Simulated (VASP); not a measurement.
Crystal: Br.

```xyz
3
Lattice="5.9247 0.0000 0.0000 -2.9623 5.1309 0.0000 0.0000 0.0000 3.6321" Properties=species:S:1:pos:R:3 pbc="T T T"
Br    0.0000    0.0000    0.0000
Br    0.0000    3.4206    1.8160
Br    2.9623    1.7103    1.8160
```

- Program: VASP 6.6.1
- Task: relaxation of cell and atoms
- Functional: r2SCAN
- Potentials or basis: VASP PAW PBE potentials, release 64 (Br)
- Cutoff: 600 eV
- k mesh: 3 × 3 × 6
- Occupations: gaussian, width 0.1 eV
- Spin: no spin polarisation

At the start: pressure -4.4 GPa; volume 36.80 Å³/atom.

Where does the relaxation end?

Over 5 steps the energy falls by 201.8 meV/atom and the volume is 26.68 Å³/atom (-27.5 %); space group P6/mmm (No. 191, to 0.1 Å) before and after.

Step by step:
```
step  energy change (eV)  largest force (eV/Å)  pressure (GPa)  volume (Å³)
   1              0.0000                0.0000           -4.40       110.41
   2             -0.3985                0.0000           -3.63        95.05
   3             -0.5981                0.0000           -0.94        82.41
   4             -0.6041                0.0000            0.44        78.99
   5             -0.6054                0.0000           -0.04        80.05
```

Final structure:
```
CELL_PARAMETERS angstrom
5.31145 0.00000 0.00000
-2.65573 4.59985 0.00000
0.00000 0.00000 3.27626
ATOMIC_POSITIONS crystal
Br 0.00000 0.00000 0.00000
Br 0.33333 0.66667 0.50000
Br 0.66667 0.33333 0.50000
```

Caveat: the k points lie up to 0.46 Å⁻¹ apart in the final cell, too coarse for converged energies and pressures of a metal; the volume moved by over 15 % at a fixed basis, so the end points are rough; the PAW data sets were made with another functional, which shifts forces and pressure a little; an odd number of electrons without spin polarisation forces a metal; a magnetic or distorted state may lie lower.
